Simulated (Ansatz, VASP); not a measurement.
## Two plane-wave programs on Ti3Al

INCAR

```
SYSTEM = Ti3Al
ALGO = Fast ; EDIFF = 1E-7
EDIFFG = -0.01 ; ENCUT = 600
GGA = PE ; IBRION = 2
ISIF = 3 ; ISMEAR = 0
LASPH = .TRUE. ; LCHARG = .FALSE.
LREAL = .FALSE. ; LWAVE = .FALSE.
NELM = 100 ; NSW = 100
PREC = Accurate ; SIGMA = 0.1
```

Contents of KPOINTS:

```
k-points
0
G
  12 12 12
  0 0 0
```

Contents of POSCAR:

```
Ti3Al
1.0
    0.0000000000      3.2317810000      3.2317810000
    3.2317810000      0.0000000000      3.2317810000
    3.2317810000      3.2317810000      0.0000000000
Ti Al
3 1
Direct
    0.7500000000      0.7500000000      0.7500000000
    0.2500000000      0.2500000000      0.2500000000
    0.0000000000      0.0000000000      0.0000000000
    0.5000000000      0.5000000000      0.5000000000
```

Input for Ansatz:

```yaml
crystal:
  lattice:
    - [0.0, 3.231781, 3.231781]
    - [3.231781, 0.0, 3.231781]
    - [3.231781, 3.231781, 0.0]
  atoms:
    - { symbol: Ti, position: [0.75, 0.75, 0.75] }
    - { symbol: Ti, position: [0.25, 0.25, 0.25] }
    - { symbol: Ti, position: [0.0, 0.0, 0.0] }
    - { symbol: Al, position: [0.5, 0.5, 0.5] }
basis:
  ecutwfc: 420
kpoints:
  mp_grid: { grid: [12, 12, 12] }
hamiltonian:
  xc: pbe
scf:
  occupations: { method: gaussian, width: 0.1 }
output:
  forces: true
  stress: true
  eigenvalues: true
relax:
  adjacent_minimum: "off"
  f_tol: 0.01
  max_steps: 80
  cell: { stress_tol: 0.05 }
```

Alike in both runs: task relaxation of cell and atoms; functional PBE; k mesh 12 × 12 × 12; occupations gaussian, width 0.1 eV; no spin polarisation.

```csv
,VASP,Ansatz
version,VASP 6.6.1,Ansatz 0.2.0
potentials or method,"VASP PAW PBE potentials, release 64 (Ti_sv, Al), cutoff 600 eV","scalar-relativistic, plane waves, PAW"
valence electrons in the cell,39,39
```

VASP gave:

* gap on the k mesh at the Fermi level, each at its own relaxed structure (eV): none
* relaxed volume (Å³/atom): 16.70
* relaxed cell length with the largest relative difference (Å): 4.554

Task: What did Ansatz give for the same quantities?

Result: gap on the k mesh at the Fermi level, each at its own relaxed structure (eV): none; relaxed volume (Å³/atom): 16.72; relaxed cell length with the largest relative difference (Å): 4.556.

A gap of «none» marks a metal or a gap that the smearing closes.
